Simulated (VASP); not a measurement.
# Pd (Pm-3m) in VASP: further runs, part 2 of 2

VASP 6.6.1. Earlier steps stand in the parts before.

### Step 4. Single point, r2SCAN, collinear spin (15.94 Å³/atom)

This run uses another cell than the first one, of 15.94 Å³/atom.

POSCAR

```
Pd
1.0
    0.0000000000      2.5165803179      2.5165803179
    2.5165803179      0.0000000000      2.5165803179
    2.5165803179      2.5165803179      0.0000000000
Pd
2
Direct
    1.0000000000      0.0000000000      0.0000000000
    0.5000000000      0.5000000000      0.5000000000
```

INCAR.step1

```
SYSTEM = Pd
  ALGO = Normal
  EDIFF = 1E-4
  ENCUT = 520
  GGA = PE
  ISMEAR = -1
  ISPIN = 2
  LASPH = .True.
  LCHARG = .False.
  LMAXMIX = 4
  LREAL = .False.
  LWAVE = .True.
  MAGMOM = 0.5 -0.5
  NBANDS = 21
  NELM = 150
  PREC = Accurate
  SIGMA = 0.05
```

INCAR.step2

```
SYSTEM = Pd
  ALGO = Normal
  EDIFF = 1E-7
  ENCUT = 520
  ISIF = 2
  ISMEAR = -1
  ISPIN = 2
  ISTART = 1
  LASPH = .True.
  LCHARG = .False.
  LMAXMIX = 4
  LMIXTAU = .True.
  LORBIT = 11
  LREAL = .False.
  LWAVE = .False.
  MAGMOM = 0.5 -0.5
  METAGGA = R2SCAN
  NBANDS = 21
  NELM = 150
  PREC = Accurate
  SIGMA = 0.05
```

KPOINTS

```
k-points
0
Gamma
  12 12 12
  0 0 0
```

Potentials or basis: VASP PAW PBE potentials, release 64 (Pd).

Launch:

```sh
cat potpaw_PBE.64/Pd/POTCAR > POTCAR
cp INCAR.step1 INCAR
mpirun -np 1 vasp_std > vasp.out
cp INCAR.step2 INCAR
mpirun -np 1 vasp_std > vasp.out
```

OUTCAR:

```text
SYSTEM = Pd
   EDIFF = 1E-7
   ENCUT = 520
   ISIF = 2
   ISMEAR = -1
   ISPIN = 2
   ISTART = 1
   LASPH = .True.
   LORBIT = 11
   LREAL = .False.
   METAGGA = R2SCAN
   NELM = 150
   PREC = Accurate

 ion  position               nearest neighbor table
   1  0.000  0.000  0.000-   2 2.52   2 2.52   2 2.52   2 2.52   2 2.52   2 2.52
   2  0.500  0.500  0.500-   1 2.52   1 2.52   1 2.52   1 2.52   1 2.52   1 2.52

  LATTYP: Found a face centered cubic cell.
 ALAT       =     5.0331606358

  Lattice vectors:

 A1 = (   0.0000000000,   2.5165803179,   2.5165803179)
 A2 = (   2.5165803179,   0.0000000000,   2.5165803179)
 A3 = (   2.5165803179,   2.5165803179,   0.0000000000)

Analysis of symmetry for initial positions (statically):
=====================================================================
 Subroutine PRICEL returns following result:

  LATTYP: Found a simple cubic cell.
 ALAT       =     2.5165803179
[... 12 lines left out ...]
 Subroutine GETGRP returns: Found 48 space group operations
 (whereof 48 operations were pure point group operations)
 out of a pool of 48 trial point group operations.

The static configuration has the point symmetry O_h .

Analysis of symmetry for dynamics (positions and initial velocities):
=====================================================================
 Subroutine PRICEL returns following result:

  LATTYP: Found a simple cubic cell.
 ALAT       =     2.5165803179
[... 12 lines left out ...]
 Subroutine GETGRP returns: Found 48 space group operations
 (whereof 48 operations were pure point group operations)
 out of a pool of 48 trial point group operations.

The dynamic configuration has the point symmetry O_h .

Analysis of structural, dynamic, and magnetic symmetry:
=====================================================================
 Subroutine PRICEL returns following result:

  LATTYP: Found a simple cubic cell.
 ALAT       =     2.5165803179
[... 12 lines left out ...]
 Subroutine GETGRP returns: Found 48 space group operations
 (whereof 48 operations were pure point group operations)
 out of a pool of 48 trial point group operations.

The overall configuration has the point symmetry O_h .

 Subroutine INISYM returns: Found 48 space group operations
 (whereof 48 operations are pure point group operations),
 and found     2 'primitive' translations

----------------------------------------------------------------------------------------

                                     Primitive cell

  volume of cell :      15.9379

  direct lattice vectors                    reciprocal lattice vectors
    -2.516580318  0.000000000  0.000000000    -0.397364627  0.000000000  0.000000000
     0.000000000  0.000000000  2.516580318     0.000000000  0.000000000  0.397364627
     0.000000000  2.516580318  0.000000000     0.000000000  0.397364627  0.000000000

  length of vectors
     2.516580318  2.516580318  2.516580318     0.397364627  0.397364627  0.397364627

  position of ions in fractional coordinates (direct lattice)
     0.000000000  0.000000000  0.000000000

  ion indices of the primitive-cell ions
   primitive index   ion index
                 1           1

----------------------------------------------------------------------------------------

 KPOINTS: k-points

Automatic generation of k-mesh.
 Grid dimensions read from file:
 generate k-points for:   12   12   12

 Generating k-lattice:

[... 56 lines left out ...]
   LNONCOLLINEAR =      F non collinear calculations
   LSORBIT =      F    spin-orbit coupling
   LASPH  =      T    aspherical Exc in radial PAW
   ENCUT  =  520.0 eV  38.22 Ry    6.18 a.u.   6.62  6.62  6.62*2*pi/ulx,y,z
   NELM   =    150;   NELMIN=  2; NELMDL=  0     # of ELM steps
   EDIFF  = 0.1E-06   stopping-criterion for ELM
   LREAL  =      F    real-space projection
   EDIFFG = 0.1E-05   stopping-criterion for IOM
   NSW    =      0    number of steps for IOM
   IBRION =     -1    ionic relax: 0-MD 1-quasi-New 2-CG
   NFREE  =      0    steps in history (QN), initial steepest desc. (CG)
   ISIF   =      2    stress and relaxation
   ISYM   =      2    0-nonsym 1-usesym 2-fastsym
   POTIM  = 0.5000    time-step for ionic-motion
   TEBEG  =    0.0;   TEEND  =   0.0 temperature during run
   PSTRESS=    0.0 pullay stress
   NELECT =      20.0000    total number of electrons
   NUPDOWN=      -1.0000    fix difference up-down
   EMIN   =  10.00;   EMAX   =-10.00  energy-range for DOS
   EFERMI =   0.00;   METHOD = LEGACY
   ISMEAR =    -1;   SIGMA  =   0.05  broadening in eV -4-tet -1-fermi 0-gaus
   EFERMI_NEDOS =   21; number of points for ismear=-14 and -15
   IALGO  =     38    algorithm
   IMIX   =      4    mixing-type and parameters
     AMIX     =   0.40;   BMIX     =  1.00
     AMIX_MAG =   1.60;   BMIX_MAG =  1.00
  volume/ion in A,a.u.               =      15.94       107.55
  Fermi-wavevector in a.u.,A,eV,Ry     =   1.401514  2.648477 26.725119  1.964241
  Thomas-Fermi vector in A             =   2.524367
   LORBIT       =     11    0 simple, 1 ext, 2 COOP (PROOUT), +10 PAW based schemes
   METAGGA = R2SCAN    functional components
   LHFCALC =     F    Hartree Fock is set to
   AEXX    =    0.0000 exact exchange contribution
   IVDW    =     0    specifies the selected vdW correction
   LEPSILON=     F    determine dielectric tensor
   LRPA    =     F    only Hartree local field effects (RPA)
 spin polarized calculation
  energy-cutoff  :      520.00
  volume of cell :       31.88
 maximum number of plane-waves:       881
   NGX = 13   NGY = 13   NGZ = 13

 number of electron      19.9999998 magnetization       0.0000000

 number of electron      19.9999998 magnetization      -0.0000000

 Free energy of the ion-electron system (eV)
  ---------------------------------------------------
  ext. energy  EPLUGINS =         0.00000000
  ---------------------------------------------------
  free energy    TOTEN  =       -44.80265984 eV

  energy without entropy =      -44.78101862  energy(sigma->0) =      -44.79183923

 E-fermi :   8.7098     XC(G=0): -13.3592

 val. band max:        8.7085550005   @ k =   0.0833   0.0833   0.0000
 cond. band min:       8.7316306241   @ k =  -0.1667   0.2500   0.0833
 fundamental gap:      0.0230756236
 Fermi energy:         8.7098272764

 spin component 1

 k-point     1 :       0.0000    0.0000    0.0000
  band No.  band energies     occupation
      1       2.0150      1.00000
      2       3.2997      1.00000
      3       3.2997      1.00000
      4       3.9808      1.00000
      5       3.9808      1.00000
      6       3.9808      1.00000
[... 565 lines left out ...]
     20      31.3828      0.00000
     21      31.7098      0.00000

 [... further k-points ...]

 spin component 2

 k-point     1 :       0.0000    0.0000    0.0000
  band No.  band energies     occupation
      1       2.0150      1.00000
      2       3.2997      1.00000
      3       3.2997      1.00000
      4       3.9808      1.00000
      5       3.9808      1.00000
      6       3.9808      1.00000
[... 565 lines left out ...]
     20      31.3828      0.00000
     21      31.7098      0.00000

 [... further k-points ...]

------------------------ aborting loop because EDIFF is reached ----------------------------------------

  FORCE on cell =-STRESS in cart. coord.  units (eV):
  Direction    XX          YY          ZZ          XY          YZ          ZX
  --------------------------------------------------------------------------------------
  -------------------------------------------------------------------------------------
  Total        3.0043774      3.0043774      3.0043774      0.0000000      0.0000000     -0.0000000
  in kB      151.0089479    151.0089479    151.0089479      0.0000000      0.0000000     -0.0000000
  external PRESSURE =     151.0089479 kB  Pullay stress =       0.0000000 kB

 VOLUME and BASIS-vectors are now :
 -----------------------------------------------------------------------------
  energy-cutoff  :      520.00
  volume of cell :       31.88
      direct lattice vectors                 reciprocal lattice vectors
     0.000000000  2.516580318  2.516580318    -0.198682314  0.198682314  0.198682314
     2.516580318  0.000000000  2.516580318     0.198682314 -0.198682314  0.198682314
     2.516580318  2.516580318  0.000000000     0.198682314  0.198682314 -0.198682314

 POSITION                                       TOTAL-FORCE (eV/Angst)
 -----------------------------------------------------------------------------------
      0.00000      0.00000      0.00000        -0.000000      0.000000     -0.000000
      2.51658      2.51658      2.51658         0.000000     -0.000000      0.000000
 -----------------------------------------------------------------------------------
    total drift:                                0.000000      0.000000      0.000000

  FREE ENERGIE OF THE ION-ELECTRON SYSTEM (eV)
  ---------------------------------------------------
  free  energy   TOTEN  =       -44.8026598400 eV

  energy  without entropy=      -44.7810186161  energy(sigma->0) =      -44.79183923

 total charge

# of ion       s       p       d       tot
------------------------------------------
    1        0.563   0.403   8.624   9.590
    2        0.563   0.403   8.624   9.590
--------------------------------------------------
tot          1.127   0.806  17.248  19.181

 magnetization (x)

# of ion       s       p       d       tot
------------------------------------------
    1        0.000   0.000  -0.000   0.000
    2       -0.000  -0.000   0.000  -0.000
--------------------------------------------------
tot          0.000   0.000   0.000   0.000
```

Wall time 4.3 min (1 thread of Intel Xeon Platinum 8488C (Sapphire Rapids), shared host); peak memory 0.23 GiB.

What came out:

```yaml
Free_energy: -44.8027 eV
Pressure: 15.1 GPa
Band_gap_on_the_k_mesh: zero (filled and empty bands overlap)
Net_moment: 0.00 μB per cell
Valence_electrons_inside_the_program's_atomic_spheres: Pd 9.59
```

Levels at points of the mesh, in eV from the Fermi level:
Spin up:
| k point | band 6 | band 7 | band 8 | band 9 | band 10 | band 11 | band 12 | band 13 | band 14 | band 15 |
| --- | --- | --- | --- | --- | --- | --- | --- | --- | --- | --- |
| (0.00, 0.00, 0.00) | -4.73 | -0.01 | -0.01 | -0.01 | 1.60 | 1.60 | 11.61 | 12.63 | 12.63 | 12.63 |
| (0.50, 0.00, 0.00) | -2.98 | -1.99 | -1.99 | -1.99 | -1.99 | 0.77 | 0.77 | 14.72 | 14.72 | 14.72 |
| (0.50, 0.50, 0.00) | -1.92 | -1.56 | -1.56 | 0.17 | 0.36 | 1.48 | 5.80 | 6.13 | 6.13 | 13.50 |
Spin down:
| k point | band 8 | band 9 | band 10 | band 11 | band 12 | band 13 |
| --- | --- | --- | --- | --- | --- | --- |
| (0.00, 0.00, 0.00) | -0.01 | -0.01 | 1.60 | 1.60 | 11.61 | 12.63 |
| (0.50, 0.00, 0.00) | -1.99 | -1.99 | -1.99 | 0.77 | 0.77 | 14.72 |
| (0.50, 0.50, 0.00) | -1.56 | 0.17 | 0.36 | 1.48 | 5.80 | 6.13 |

Caveat: the cell stands under pressure; the PAW data sets were made with another functional, which shifts forces and pressure a little.

### Step 5. Single point, r2SCAN, collinear spin (16.63 Å³/atom)

This run uses another cell than the first one, of 16.63 Å³/atom.

POSCAR

```
Pd
1.0
    0.0000000000      2.5525363231      2.5525363231
    2.5525363231      0.0000000000      2.5525363231
    2.5525363231      2.5525363231      0.0000000000
Pd
2
Direct
    1.0000000000      0.0000000000      0.0000000000
    0.5000000000      0.5000000000      0.5000000000
```

INCAR.step1

```
PREC = Accurate
ENCUT = 520
ISMEAR = -1
SIGMA = 0.05
LREAL = F
LASPH = T
NELM = 150
ISPIN = 2
MAGMOM = 0.5 -0.5
LMAXMIX = 4
NBANDS = 21
GGA = PE
ALGO = Normal
EDIFF = 1E-4
LWAVE = T
LCHARG = F
```

INCAR.step2

```
PREC = Accurate
ENCUT = 520
EDIFF = 1E-6
ISMEAR = -1
SIGMA = 0.05
LREAL = F
LASPH = T
NELM = 150
ALGO = Normal
ISIF = 2
LWAVE = F
LCHARG = F
ISPIN = 2
MAGMOM = 0.5 -0.5
LORBIT = 11
LMAXMIX = 4
METAGGA = R2SCAN
LMIXTAU = T
NBANDS = 21
ISTART = 1
```

KPOINTS

```
regular mesh
0
Gamma
  12 12 12
```

Launch:

```sh
cat potpaw_PBE.64/Pd/POTCAR > POTCAR
cp INCAR.step1 INCAR
mpirun -np 1 vasp_std > vasp.out
cp INCAR.step2 INCAR
mpirun -np 1 vasp_std > vasp.out
```

It took 3.1 min on 1 thread of Intel Xeon Platinum 8488C (Sapphire Rapids), shared host; peak memory 0.22 GiB.

The run converged. Its results:

```yaml
Free_energy: -44.8971 eV
Pressure: 6.9 GPa
Band_gap_on_the_k_mesh: zero (filled and empty bands overlap)
Net_moment: 0.00 μB per cell
Valence_electrons_inside_the_program's_atomic_spheres: Pd 9.51
```

Levels at points of the mesh, in eV from the Fermi level:
Spin up:
| k point | band 7 | band 8 | band 9 | band 10 | band 11 | band 12 | band 13 | band 14 |
| --- | --- | --- | --- | --- | --- | --- | --- | --- |
| (0.00, 0.00, 0.00) | -0.03 | -0.03 | -0.03 | 1.48 | 1.48 | 11.66 | 12.26 | 12.26 |
| (0.50, 0.00, 0.00) | -1.86 | -1.86 | -1.86 | -1.86 | 0.76 | 0.76 | 14.31 | 14.31 |
| (0.50, 0.50, 0.00) | -1.47 | -1.47 | 0.14 | 0.50 | 1.37 | 5.52 | 6.05 | 6.05 |
Spin down:
```
           k point  band 8  band 9  band 10  band 11  band 12  band 13
(0.00, 0.00, 0.00)   -0.03   -0.03     1.48     1.48    11.66    12.26
(0.50, 0.00, 0.00)   -1.86   -1.86    -1.86     0.76     0.76    14.31
(0.50, 0.50, 0.00)   -1.47    0.14     0.50     1.37     5.52     6.05
```

Caveat: the cell stands under pressure; the PAW data sets were made with another functional, which shifts forces and pressure a little.

### Step 6. Single point, r2SCAN, collinear spin (17.32 Å³/atom)

POSCAR

```
Pd
1.0
    0.0000000000      2.5875069197      2.5875069197
    2.5875069197      0.0000000000      2.5875069197
    2.5875069197      2.5875069197      0.0000000000
Pd
2
Direct
    1.0000000000      0.0000000000      0.0000000000
    0.5000000000      0.5000000000      0.5000000000
```

INCAR.step1

```
ALGO = Normal
EDIFF = 1E-4
ENCUT = 520
GGA = PE
ISMEAR = -1
ISPIN = 2
LASPH = T
LCHARG = F
LMAXMIX = 4
LREAL = F
LWAVE = T
MAGMOM = 0.5 -0.5
NBANDS = 21
NELM = 150
PREC = Accurate
SIGMA = 0.05
```

INCAR.step2

```
ALGO = Normal
EDIFF = 1E-6
ENCUT = 520
ISIF = 2
ISMEAR = -1
ISPIN = 2
ISTART = 1
LASPH = T
LCHARG = T
LELF = T
LMAXMIX = 4
LMIXTAU = T
LORBIT = 11
LREAL = F
LVHAR = T
LWAVE = F
MAGMOM = 0.5 -0.5
METAGGA = R2SCAN
NBANDS = 21
NELM = 150
PREC = Accurate
SIGMA = 0.05
```

KPOINTS

```
k-points
0
Gamma
  12 12 12
```

Potentials or basis: VASP PAW PBE potentials, release 64 (Pd).

Launch:

```sh
cat potpaw_PBE.64/Pd/POTCAR > POTCAR
cp INCAR.step1 INCAR
mpirun -np 1 vasp_std > vasp.out
cp INCAR.step2 INCAR
mpirun -np 1 vasp_std > vasp.out
```

Run time: 3.5 min. Hardware: 1 thread of Intel Xeon Platinum 8488C (Sapphire Rapids), shared host; peak memory 0.23 GiB.

The run converged. Its results:

```
Free energy                                           : -44.9293 eV
Pressure                                              : 0.6 GPa
Band gap on the k mesh                                : zero (filled and empty bands overlap)
Net moment                                            : 0.00 μB per cell
Valence electrons inside the program's atomic spheres : Pd 9.43
```

Levels at points of the mesh, in eV from the Fermi level:
Spin up:
```csv
k point,band 7,band 8,band 9,band 10,band 11,band 12,band 13,band 14
"(0.00, 0.00, 0.00)",-0.04,-0.04,-0.04,1.38,1.38,11.69,11.92,11.92
"(0.50, 0.00, 0.00)",-1.75,-1.75,-1.75,-1.75,0.75,0.75,13.93,13.93
"(0.50, 0.50, 0.00)",-1.38,-1.38,0.12,0.62,1.27,5.27,5.98,5.98
```
Spin down:
| k point | band 6 | band 7 | band 8 | band 9 | band 10 | band 11 | band 12 | band 13 | band 14 | band 15 |
| --- | --- | --- | --- | --- | --- | --- | --- | --- | --- | --- |
| (0.00, 0.00, 0.00) | -4.14 | -0.04 | -0.04 | -0.04 | 1.38 | 1.38 | 11.69 | 11.92 | 11.92 | 11.92 |
| (0.50, 0.00, 0.00) | -2.62 | -1.75 | -1.75 | -1.75 | -1.75 | 0.75 | 0.75 | 13.93 | 13.93 | 13.93 |
| (0.50, 0.50, 0.00) | -1.69 | -1.38 | -1.38 | 0.12 | 0.62 | 1.27 | 5.27 | 5.98 | 5.98 | 12.33 |

Caveat: the PAW data sets were made with another functional, which shifts forces and pressure a little.

### Step 7. The runs side by side

| cell | k mesh | gap on the mesh (eV) | pressure (GPa) | moment (μB) |
| --- | --- | --- | --- | --- |
| a = 3.659 Å, angles 60.0°, 2 atoms | 11 × 11 × 11 | none | 0.4 | 0.00 |
| a = 3.507 Å, angles 60.0°, 2 atoms | 12 × 12 × 12 | none | 25.6 | 0.00 |
| a = 3.559 Å, angles 60.0°, 2 atoms | 12 × 12 × 12 | none | 15.1 | 0.00 |
| a = 3.610 Å, angles 60.0°, 2 atoms | 12 × 12 × 12 | none | 6.9 | 0.00 |
| a = 3.659 Å, angles 60.0°, 2 atoms | 12 × 12 × 12 | none | 0.6 | 0.00 |

Alike in all rows: task single point; level r2SCAN; potentials or basis VASP PAW PBE potentials, release 64 (Pd); spin collinear; cutoff (eV) 520; smearing fermi-dirac 0.05 eV.

Caveats: the PAW data sets were made with another functional, which shifts forces and pressure a little; the cell stands under pressure (at least some runs).

Absolute energies hang on the potentials; compare differences alone.

The gap in the log of VASP goes by the Fermi energy; the results here count the filled bands.